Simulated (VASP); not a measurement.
# Mg9O8 (a cell with a defect) in VASP: further runs

The runs below take Mg9O8 (a cell with a defect) through single point, with PBE+D3(BJ).

Program: VASP 6.6.1. These are calculated values, not measurements. Logs are shortened: lines on timing, memory, paths and dates and some standing lists are left out, and cuts for length are marked.

## Step 1: The cell of the first run

The cell holds a defect, 17 atoms: a = 5.975 Å, b = 5.975 Å, c = 5.975 Å, α = 60.00°, β = 60.00°, γ = 60.00°.

## Step 2: Single point, PBE+D3(BJ)

File INCAR:

```
  ALGO = Normal
  EDIFF = 1E-6
  ENCUT = 520
  GGA = PE
  ISIF = 2
  ISMEAR = 0
  IVDW = 12
  LASPH = T
  LCHARG = F
  LREAL = Auto
  LWAVE = F
  NBANDS = 47
  NELM = 100
  PREC = Accurate
  SIGMA = 0.02
```

File KPOINTS:

```
k-points
0
Gamma
  2 2 2
```

File POSCAR:

```
Mg9O8
1.0
    0.0000000000      4.2250000000      4.2250000000
    4.2250000000      0.0000000000      4.2250000000
    4.2250000000      4.2250000000      0.0000000000
Mg O
9 8
Direct
    0.0058333769     -0.0019234341     -0.0020366104
    0.0176233208     -0.0556218522      0.5168657272
    0.0258552706      0.5253024489     -0.0762558928
    0.0174308278      0.5211076707      0.5166864171
    0.5025538136     -0.0037926147      0.0020846118
    0.4980388824     -0.0020964801      0.5060688497
    0.5026087036      0.4990867436      0.0021229043
    0.4262728929      0.5247645546      0.5243522062
    0.8630458271      0.3879904631      0.3601685774
    0.2498831514      0.2462193266      0.2576704218
    0.2577240851      0.2270679785      0.7571721315
    0.2559843102      0.7572546839      0.2293569818
    0.2578314287      0.7579537599      0.7572701834
    0.7515625996      0.2268153581      0.2526661393
    0.7577704178      0.2471585438      0.7478722636
    0.7517452419      0.7683587210      0.2527861454
    0.7299971496      0.7572718285      0.7553096427
```

Potentials or basis: VASP PAW PBE potentials, release 64 (Mg, O).

On the command line:

```console
cat potpaw_PBE.64/Mg/POTCAR potpaw_PBE.64/O/POTCAR > POTCAR
mpirun -np 1 vasp_std > vasp.out
```

OUTCAR:

```text
EDIFF = 1E-6
   ENCUT = 520
   GGA = PE
   ISIF = 2
   ISMEAR = 0
   IVDW = 12
   LASPH = T
   LREAL = Auto
   NELM = 100
   PREC = Accurate
 IVDW          = 12

 ion  position               nearest neighbor table
   1  0.006  0.998  0.998-  13 2.03  11 2.03  12 2.04  14 2.05  16 2.05  15 2.10   6 2.94   5 2.97
                             7 2.97   4 2.99   2 2.99   7 3.00   5 3.00   3 3.01   3 3.01   2 3.01
   2  0.018  0.944  0.517-  12 2.03  17 2.03  13 2.06   9 2.17  14 2.24  15 2.27  10 2.27   3 2.47
                             8 2.47   4 2.53   1 2.99   6 2.99   5 3.00   5 3.00   6 3.01   1 3.01
   3  0.026  0.525  0.924-  17 2.00  13 2.00  11 2.00   9 2.13  10 2.38   8 2.39  16 2.43  14 2.43
                             2 2.47   4 2.47   5 2.99   7 3.00   1 3.01   1 3.01   7 3.03   5 3.03
   4  0.017  0.521  0.517-  12 2.03  17 2.03  11 2.06   9 2.17  16 2.24  15 2.26  10 2.27   3 2.47
                             8 2.48   2 2.53   1 2.99   6 2.99   7 3.00   7 3.00   6 3.01   1 3.01
   5  0.503  0.996  0.002-  12 2.05  17 2.05  11 2.07  16 2.12  10 2.14  15 2.14   7 2.97   6 2.97
                             1 2.97   8 2.99   3 2.99   2 3.00   2 3.00   1 3.00   6 3.00   7 3.01
   6  0.498  0.998  0.506-  13 2.03  11 2.03  17 2.03  14 2.04  16 2.04  10 2.10   1 2.94   5 2.97
                             7 2.97   4 2.99   2 2.99   7 3.00   5 3.00   8 3.01   8 3.01   2 3.01
   7  0.503  0.499  0.002-  12 2.05  17 2.05  13 2.07  14 2.11  10 2.14  15 2.14   5 2.97   6 2.97
                             1 2.97   8 2.99   3 3.00   4 3.00   4 3.00   1 3.00   6 3.00   5 3.01
   8  0.426  0.525  0.524-  12 2.00  13 2.01  11 2.01   9 2.13  15 2.37   3 2.39  16 2.42  14 2.42
                             2 2.47   4 2.48   5 2.99   7 2.99   6 3.01   6 3.01   7 3.03   5 3.03
   9  0.863  0.388  0.360-  14 1.86  16 1.86  10 1.89  15 1.90   3 2.13   8 2.13   2 2.17   4 2.17
                             7 3.38   5 3.38   1 3.47   1 3.47   6 3.48   6 3.48   5 3.54   7 3.54
  10  0.250  0.246  0.258-   9 1.89   6 2.10   7 2.14   5 2.14   4 2.27   2 2.27   3 2.38
  11  0.258  0.227  0.757-   3 2.00   8 2.01   6 2.03   1 2.03   4 2.06   5 2.07
  12  0.256  0.757  0.229-   8 2.00   2 2.03   4 2.03   1 2.04   7 2.05   5 2.05
  13  0.258  0.758  0.757-   3 2.00   8 2.01   6 2.03   1 2.03   2 2.06   7 2.07
  14  0.752  0.227  0.253-   9 1.86   6 2.04   1 2.05   7 2.11   2 2.24   8 2.42   3 2.43
  15  0.758  0.247  0.748-   9 1.90   1 2.10   5 2.14   7 2.14   4 2.26   2 2.27   8 2.37
  16  0.752  0.768  0.253-   9 1.86   6 2.04   1 2.05   5 2.12   4 2.24   8 2.42   3 2.43
  17  0.730  0.757  0.755-   3 2.00   2 2.03   4 2.03   6 2.03   7 2.05   5 2.05

  LATTYP: Found a face centered cubic cell.
 ALAT       =     8.4500000000

  Lattice vectors:

 A1 = (   0.0000000000,   4.2250000000,   4.2250000000)
 A2 = (   4.2250000000,   0.0000000000,   4.2250000000)
 A3 = (   4.2250000000,   4.2250000000,   0.0000000000)

Analysis of symmetry for initial positions (statically):
=====================================================================
 Subroutine PRICEL returns:
 Original cell was already a primitive cell.

 Routine SETGRP: Setting up the symmetry group for a
 face centered cubic supercell.

 Subroutine GETGRP returns: Found  1 space group operations
 (whereof  1 operations were pure point group operations)
 out of a pool of 48 trial point group operations.

The static configuration has the point symmetry C_1 .

Analysis of symmetry for dynamics (positions and initial velocities):
=====================================================================
 Subroutine PRICEL returns:
 Original cell was already a primitive cell.

 Routine SETGRP: Setting up the symmetry group for a
 face centered cubic supercell.

 Subroutine GETGRP returns: Found  1 space group operations
 (whereof  1 operations were pure point group operations)
 out of a pool of 48 trial point group operations.

The dynamic configuration has the point symmetry C_1 .

 Subroutine INISYM returns: Found  1 space group operations
 (whereof  1 operations are pure point group operations),
 and found     1 'primitive' translations

----------------------------------------------------------------------------------------

                                     Primitive cell

  volume of cell :     150.8378

  direct lattice vectors                    reciprocal lattice vectors
     0.000000000  4.225000000  4.225000000    -0.118343195  0.118343195  0.118343195
     4.225000000  0.000000000  4.225000000     0.118343195 -0.118343195  0.118343195
     4.225000000  4.225000000  0.000000000     0.118343195  0.118343195 -0.118343195

  length of vectors
     5.975052301  5.975052301  5.975052301     0.204976427  0.204976427  0.204976427

  position of ions in fractional coordinates (direct lattice)
     0.005833377  0.998076566  0.997963390
     0.017623321  0.944378148  0.516865727
     0.025855271  0.525302449  0.923744107
     0.017430828  0.521107671  0.516686417
     0.502553814  0.996207385  0.002084612
     0.498038882  0.997903520  0.506068850
[... 9 lines left out ...]
     0.751745242  0.768358721  0.252786145
     0.729997150  0.757271829  0.755309643

  ion indices of the primitive-cell ions
   primitive index   ion index
                 1           1
                 2           2
                 3           3
                 4           4
                 5           5
                 6           6
[... 9 lines left out ...]
                16          16
                17          17

----------------------------------------------------------------------------------------

 KPOINTS: k-points

Automatic generation of k-mesh.
 Grid dimensions read from file:
 generate k-points for:    2    2    2

 Generating k-lattice:

  Cartesian coordinates                     Fractional coordinates (reciprocal lattice)
    -0.059171598  0.059171598  0.059171598     0.500000000  0.000000000  0.000000000
     0.059171598 -0.059171598  0.059171598     0.000000000  0.500000000  0.000000000
     0.059171598  0.059171598 -0.059171598     0.000000000  0.000000000  0.500000000

  Length of vectors
     0.102488213  0.102488213  0.102488213

  Shift w.r.t. Gamma in fractional coordinates (k-lattice)
     0.000000000  0.000000000  0.000000000

 Subroutine IBZKPT returns following result:
 ===========================================

 Found      8 irreducible k-points:

 Following reciprocal coordinates:
            Coordinates               Weight
  0.000000  0.000000  0.000000      1.000000
  0.500000  0.000000  0.000000      1.000000
  0.000000  0.500000  0.000000      1.000000
  0.000000  0.000000  0.500000      1.000000
  0.500000  0.500000  0.500000      1.000000
  0.500000  0.500000  0.000000      1.000000
  0.000000  0.500000  0.500000      1.000000
  0.500000  0.000000  0.500000      1.000000
   k-points           NKPTS =      8   k-points in BZ     NKDIM =      8   number of bands    NBANDS=     47
   number of dos      NEDOS =    301   number of ions     NIONS =     17
   total plane-waves  NPLWV = 110592
   dimension x,y,z NGX =    48 NGY =   48 NGZ =   48
   dimension x,y,z NGXF=    96 NGYF=   96 NGZF=   96
   ions per type =               9   8
   NGX,Y,Z   is equivalent  to a cutoff of  13.36, 13.36, 13.36 a.u.
   NGXF,Y,Z  is equivalent  to a cutoff of  26.71, 26.71, 26.71 a.u.
 SYSTEM =  unknown system
   PREC   = accura    normal or accurate (medium, high low for compatibility)
   ISTART =      0    job   : 0-new  1-cont  2-samecut
   ICHARG =      2    charge: 1-file 2-atom 10-const
   ISPIN  =      1    spin polarized calculation?
   LNONCOLLINEAR =      F non collinear calculations
   LSORBIT =      F    spin-orbit coupling
   LASPH  =      T    aspherical Exc in radial PAW
   ENCUT  =  520.0 eV  38.22 Ry    6.18 a.u.  11.11 11.11 11.11*2*pi/ulx,y,z
   NELM   =    100;   NELMIN=  2; NELMDL= -5     # of ELM steps
   EDIFF  = 0.1E-05   stopping-criterion for ELM
   LREAL  =      T    real-space projection
   EDIFFG = 0.1E-04   stopping-criterion for IOM
   NSW    =      0    number of steps for IOM
   IBRION =     -1    ionic relax: 0-MD 1-quasi-New 2-CG
   NFREE  =      0    steps in history (QN), initial steepest desc. (CG)
   ISIF   =      2    stress and relaxation
   ISYM   =      2    0-nonsym 1-usesym 2-fastsym
   POTIM  = 0.5000    time-step for ionic-motion
   TEBEG  =    0.0;   TEEND  =   0.0 temperature during run
   PSTRESS=    0.0 pullay stress
   NELECT =      66.0000    total number of electrons
   NUPDOWN=      -1.0000    fix difference up-down
   EMIN   =  10.00;   EMAX   =-10.00  energy-range for DOS
   EFERMI =   0.00;   METHOD = LEGACY
   ISMEAR =     0;   SIGMA  =   0.02  broadening in eV -4-tet -1-fermi 0-gaus
   EFERMI_NEDOS =   21; number of points for ismear=-14 and -15
   IALGO  =     38    algorithm
   IMIX   =      4    mixing-type and parameters
     AMIX     =   0.40;   BMIX     =  1.00
     AMIX_MAG =   1.60;   BMIX_MAG =  1.00
  volume/ion in A,a.u.               =       8.87        59.88
  Fermi-wavevector in a.u.,A,eV,Ry     =   1.242852  2.348650 21.016664  1.544681
  Thomas-Fermi vector in A             =   2.377188
   LORBIT       =      0    0 simple, 1 ext, 2 COOP (PROOUT), +10 PAW based schemes
   GGA     = PE    functional components
   LHFCALC =     F    Hartree Fock is set to
   AEXX    =    0.0000 exact exchange contribution
   IVDW    =    12    specifies the selected vdW correction
   LEPSILON=     F    determine dielectric tensor
   LRPA    =     F    only Hartree local field effects (RPA)
 non-spin polarized calculation
 Gauss-broadening in eV      SIGMA  =   0.02
  energy-cutoff  :      520.00
  volume of cell :      150.84
 maximum number of plane-waves:      4092
 NGX is ok and might be reduce to    48
   NGX = 23   NGY = 23   NGZ = 23

 number of electron      65.9999999 magnetization

 Free energy of the ion-electron system (eV)
  ---------------------------------------------------
  ext. energy  EPLUGINS =         0.00000000
  ---------------------------------------------------
  free energy    TOTEN  =       -82.13884123 eV

  energy without entropy =      -82.13882916  energy(sigma->0) =      -82.13883520

 E-fermi :  10.1500     XC(G=0): -11.3944

 val. band max:       10.1031907721   @ k =   0.0000   0.0000   0.0000
 cond. band min:      10.1979956795   @ k =   0.0000   0.5000   0.0000
 fundamental gap:      0.0948049074
 Fermi energy:        10.1499884282

 k-point     1 :       0.0000    0.0000    0.0000
  band No.  band energies     occupation
      1     -13.7475      2.00000
      2     -12.5245      2.00000
      3     -12.5131      2.00000
      4     -12.4393      2.00000
      5     -12.3961      2.00000
      6     -12.2093      2.00000
[... 37 lines left out ...]
     44      15.8169      0.00000
     45      15.8782      0.00000

 k-point     2 :       0.5000    0.0000    0.0000
  band No.  band energies     occupation
      1     -13.1757      2.00000
      2     -13.1611      2.00000
      3     -12.4549      2.00000
      4     -12.4103      2.00000
      5     -12.3018      2.00000
      6     -12.2977      2.00000
[... 37 lines left out ...]
     44      14.9701      0.00000
     45      15.0800      0.00000

 k-point     3 :       0.0000    0.5000    0.0000
  band No.  band energies     occupation
      1     -13.2427      2.00000
      2     -13.0801      2.00000
      3     -12.4538      2.00000
      4     -12.3740      2.00000
      5     -12.3589      2.00000
      6     -12.2921      2.00000
[... 229 lines left out ...]
     44      14.7425      0.00000
     45      14.8749      0.00000

 k-point     8 :       0.5000    0.0000    0.5000
  band No.  band energies     occupation
      1     -13.0710      2.00000
      2     -12.9590      2.00000
      3     -12.5755      2.00000
      4     -12.5607      2.00000
      5     -12.4892      2.00000
      6     -12.4649      2.00000
[... 37 lines left out ...]
     44      14.5622      0.00000
     45      15.0776      0.00000
 [bands above 45 left out]

------------------------ aborting loop because EDIFF is reached ----------------------------------------

 Edisp (eV)   -5.60661

 E8    (eV) :    -2.2249

  FORCE on cell =-STRESS in cart. coord.  units (eV):
  Direction    XX          YY          ZZ          XY          YZ          ZX
  --------------------------------------------------------------------------------------
  -------------------------------------------------------------------------------------
  Total      32.88567    30.44089    32.89547     0.05374    -0.09556    -0.50026
  in kB     349.30685   323.33880   349.41100     0.57084    -1.01507    -5.31372
  external pressure =      340.69 kB  Pullay stress =        0.00 kB

 VOLUME and BASIS-vectors are now :
 -----------------------------------------------------------------------------
  energy-cutoff  :      520.00
  volume of cell :      150.84
      direct lattice vectors                 reciprocal lattice vectors
     0.000000000  4.225000000  4.225000000    -0.118343195  0.118343195  0.118343195
     4.225000000  0.000000000  4.225000000     0.118343195 -0.118343195  0.118343195
     4.225000000  4.225000000  0.000000000     0.118343195  0.118343195 -0.118343195

 POSITION                                       TOTAL-FORCE (eV/Angst)
 -----------------------------------------------------------------------------------
      8.43327      4.24104      4.24152         0.000199      0.015300      0.001477
      6.17376      2.25822      4.06446         0.000326     -0.006660     -0.002656
      6.12222      4.01206      2.32864        -0.004450      0.002294     -0.001839
      4.38468      2.25665      2.27533         0.000232     -0.000255     -0.002298
      4.21778      2.13210      6.33227        -0.009045     -0.006138     -0.006742
      6.35428      4.24236      6.32036         0.001320      0.016400      0.000693
[... 9 lines left out ...]
      4.31434      4.24415      6.42244         0.023562     -0.016000      0.023353
      6.39066      6.27542      6.28371        -0.004183     -0.005333      0.008041
 -----------------------------------------------------------------------------------
    total drift:                               -0.000171      0.009256     -0.004162

  FREE ENERGIE OF THE ION-ELECTRON SYSTEM (eV)
  ---------------------------------------------------
  free  energy   TOTEN  =       -87.7454537736 eV

  energy  without entropy=      -87.7454417092  energy(sigma->0) =      -87.74544774
```

Run time: 2 min. Hardware: 1 thread of Intel Xeon Platinum 8488C (Sapphire Rapids), shared host; peak memory 0.33 GiB.

What came out:

```
Free energy                : -87.7455 eV
Pressure                   : 34.1 GPa
Largest force              : 0.040 eV/Å
Band gap on the k mesh     : zero (bands 33 and 34 overlap by 0.48 eV)
Dispersion energy per atom : -0.330 eV
```

Forces on the atoms (eV/Å):
```
Mg   0.000  0.015  0.001
Mg   0.000 -0.007 -0.003
Mg  -0.004  0.002 -0.002
Mg   0.000  0.000 -0.002
Mg  -0.009 -0.006 -0.007
Mg   0.001  0.016  0.001
Mg   0.005 -0.004  0.007
Mg  -0.004  0.009 -0.001
Mg   0.009 -0.009  0.005
O   -0.015  0.023  0.012
O   -0.005 -0.010 -0.006
O    0.008 -0.004 -0.003
O    0.007 -0.012  0.006
O   -0.026 -0.016 -0.025
O    0.012  0.024 -0.015
O    0.024 -0.016  0.023
O   -0.004 -0.005  0.008
```

Stress tensor (GPa, compression positive):
```
34.93  0.06 -0.53
 0.06 32.33 -0.10
-0.53 -0.10 34.94
```

Levels at points of the mesh, in eV from the Fermi level:
```tsv
k point	band 29	band 30	band 31	band 32	band 33	band 34	band 35	band 36	band 37	band 38
(0.00, 0.00, 0.00)	-7.11	-6.72	-6.70	-6.65	-2.41	-0.05	0.67	0.81	0.91	1.50
(0.50, 0.00, 0.00)	-7.03	-6.99	-6.95	-6.93	-0.34	-0.18	1.27	1.67	2.20	2.57
(0.00, 0.50, 0.00)	-7.08	-7.03	-6.88	-6.87	-0.38	0.05	1.20	1.60	2.16	2.93
(0.00, 0.00, 0.50)	-7.03	-6.99	-6.96	-6.94	-0.32	-0.19	1.29	1.67	2.17	2.54
(0.50, 0.50, 0.50)	-7.08	-7.03	-6.88	-6.87	-0.38	0.05	1.19	1.60	2.16	2.93
(0.50, 0.50, 0.00)	-7.28	-7.26	-7.17	-7.06	0.29	0.49	1.50	1.98	2.21	3.05
(0.00, 0.50, 0.50)	-7.28	-7.26	-7.17	-7.06	0.29	0.49	1.50	1.98	2.21	3.05
(0.50, 0.00, 0.50)	-7.32	-7.26	-7.17	-7.09	0.17	0.70	1.48	1.68	2.37	2.96
```

Caveat: the k points lie up to 0.64 Å⁻¹ apart.

(Continued in part 2 of 2.)
